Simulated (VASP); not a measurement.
Set up this calculation in VASP 6.6.1, as the native input.

```
Task                   : single point
Functional             : PBE
Dispersion             : D3(BJ)
Potentials or basis    : VASP PAW PBE potentials, release 64 (W_sv, C_h, N_h)
Cutoff                 : 1000 eV
k mesh                 : 2 × 2 × 1
Occupations            : fermi-dirac, width 0.05 eV
Spin                   : no spin polarisation
Dipole correction      : no
Further INCAR settings : LREAL = Auto; ALGO = Normal; EDIFF = 1e-06; NBANDS = 92; NELMDL = -8
```

The structure of W4C4N lies in POSCAR:

```
W4C4N
1.0
    5.7102600000      0.0000000000      0.0000000000
   -2.8551300000      4.9452300000      0.0000000000
    0.0000000000      0.0000000000     15.2045300000
W C N
8 8 2
Direct
    0.0000000000      0.0000000000      0.0657699000
    0.0000864715      0.0000268560      0.2565502615
    0.0000000000      0.5000000000      0.0657699000
    0.0001136046      0.5000791543      0.2565917880
    0.5000000000      0.0000000000      0.0657699000
    0.5001703589      0.0001530607      0.2565474153
    0.5000000000      0.5000000000      0.0657699000
    0.5000763519      0.5000951778      0.2565432937
    0.3333861422      0.1666905715      0.1525559718
    0.3331349654      0.1664446800      0.3315601042
    0.3333405708      0.6666728534      0.1526067201
    0.3334792153      0.6666289157      0.3316172937
    0.8333515787      0.1666959231      0.1525602705
    0.8335024038      0.1664426316      0.3315545758
    0.8333296525      0.6666273428      0.1525570211
    0.8333194830      0.6665333397      0.3315625346
    0.6245203075      0.2603067993      0.5228778270
    0.7260308788      0.4829164307      0.5245046166
```

These files were run (other wordings do the same):

INCAR

```
PREC = Accurate
ENCUT = 1000
EDIFF = 1E-6
ISMEAR = -1
SIGMA = 0.05
LREAL = Auto
LASPH = T
NELM = 120
ALGO = Normal
ISIF = 2
LWAVE = F
LCHARG = T
GGA = PE
IVDW = 12
LELF = T
LVHAR = T
NBANDS = 92
GGA_COMPAT = F
NELMDL = -8
```

KPOINTS

```
Automatic mesh
0
Gamma
  2 2 1
```

Potentials or basis: VASP PAW PBE potentials, release 64 (W_sv, C_h, N_h).

Launch:

```sh
$ cat potpaw_PBE.64/W_sv/POTCAR potpaw_PBE.64/C_h/POTCAR potpaw_PBE.64/N_h/POTCAR > POTCAR
$ mpirun -np 1 vasp_std > vasp.out
```

Results of the run:

```
Largest force              : 0.098 eV/Å
Band gap on the k mesh     : zero (bands 77 and 78 overlap by 0.33 eV)
Dispersion energy per atom : -0.280 eV
```

Caveat: the k points lie up to 0.64 Å⁻¹ apart; there is no dipole correction, which matters where the two faces differ; spin-orbit coupling is left out, which moves the levels of the heavy elements.

Wall time 15 min on 1 thread of Intel(R) Xeon(R) 6975P-C (Granite Rapids), on a shared host, peak memory 1.2 GiB.
